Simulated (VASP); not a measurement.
Input of a VASP 6.6.1 run:

INCAR

```
PREC     = Accurate       # precision mode
ENCUT    = 600            # plane-wave cutoff, eV
EDIFF    = 1E-6           # SCF threshold, eV
ISMEAR   = 0              # smearing method
SIGMA    = 0.1            # smearing width, eV
LREAL    = False          # projectors in reciprocal space
LASPH    = True           # aspherical terms in the spheres
NELM     = 120            # most SCF steps
ALGO     = Normal         # electronic algorithm
ISIF     = 2              # what is computed and relaxed
LWAVE    = False          # write WAVECAR
LCHARG   = False          # write CHGCAR
GGA      = PE             # functional
NBANDS   = 19             # bands
GGA_COMPAT= False
```

File KPOINTS:

```
regular mesh
0
Gamma
  14 14 6
```

Contents of POSCAR:

```
Be3ReH
1.0
    2.5907709349      0.0000000000      0.0000000000
    0.0000000000      2.5907709349      0.0000000000
    0.0000000000      0.0000000000      7.6345998412
Be Re H
3 1 1
Direct
    0.0000000000      0.0000000000      0.5000000000
    0.5000000000      0.5000000000      0.6803289380
    0.5000000000      0.5000000000      0.3196710620
    0.5000000000      0.5000000000      0.0000000000
    0.0000000000      0.0000000000      0.0000000000
```

Potentials or basis: VASP PAW PBE potentials, release 64 (Be, Re_sv_GW, H).

The run is started by

```console
$ cat potpaw_PBE.64/Be/POTCAR potpaw_PBE.64/Re_sv_GW/POTCAR potpaw_PBE.64/H/POTCAR > POTCAR
$ mpirun -np 1 vasp_std > vasp.out
```

Task: What does it give for the pressure?

Result: -0.1 GPa.

Task: What does it give for the band gap on the k mesh?

Result: Zero (bands 11 and 12 overlap by 2.83 eV).

Forces in eV/Å, atoms in the order of the input:
```
Be   0.000  0.000  0.000
Be   0.000  0.000  0.006
Be   0.000  0.000 -0.006
Re   0.000  0.000  0.000
H    0.000  0.000  0.000
```

Caveat: spin-orbit coupling is left out, which moves the levels of the heavy elements.
